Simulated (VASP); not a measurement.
A run of VASP 6.6.1:

INCAR

```
SYSTEM = Mg2O
PREC     = Accurate       ! precision mode
ENCUT    = 520            ! plane-wave cutoff, eV
EDIFF    = 1E-6           ! SCF threshold, eV
ISMEAR   = -1             ! smearing method
SIGMA    = 0.06122561905347299 ! smearing width, eV
LREAL    = .False.        ! projectors in reciprocal space
LASPH    = .True.         ! aspherical terms in the spheres
NELM     = 80             ! most SCF steps
ALGO     = Normal         ! electronic algorithm
ISIF     = 2              ! what is computed and relaxed
LWAVE    = .False.        ! write WAVECAR
LCHARG   = .False.        ! write CHGCAR
GGA      = PE             ! functional
NBANDS   = 12             ! bands
```

Contents of KPOINTS:

```
Automatic mesh
0
Gamma
  17 17 17
  0 0 0
```

POSCAR

```
Mg2O
1.0
    0.0000000000      2.7621397320      2.7621397320
    2.7621397320      0.0000000000      2.7621397320
    2.7621397320      2.7621397320      0.0000000000
Mg O
2 1
Direct
    0.2500000000      0.2500000000      0.2500000000
    0.7500000000      0.7500000000      0.7500000000
    0.0000000000      0.0000000000      0.0000000000
```

Potentials or basis: VASP PAW PBE potentials, release 64 (Mg, O).

Run with:

```console
$ cat potpaw_PBE.64/Mg/POTCAR potpaw_PBE.64/O/POTCAR > POTCAR
$ mpirun -np 1 vasp_std > vasp.out
```

Hardware: 1 thread of AMD EPYC 9R45 96-Core Processor (Zen 5), with other jobs on the host.

Question: How long does it take, and how much memory?

Answer: Run time: 31 s on 1 thread of AMD EPYC 9R45 96-Core Processor (Zen 5) (shared host), peak memory 0.2 GiB. Counts: scf iterations 13, k points 165.
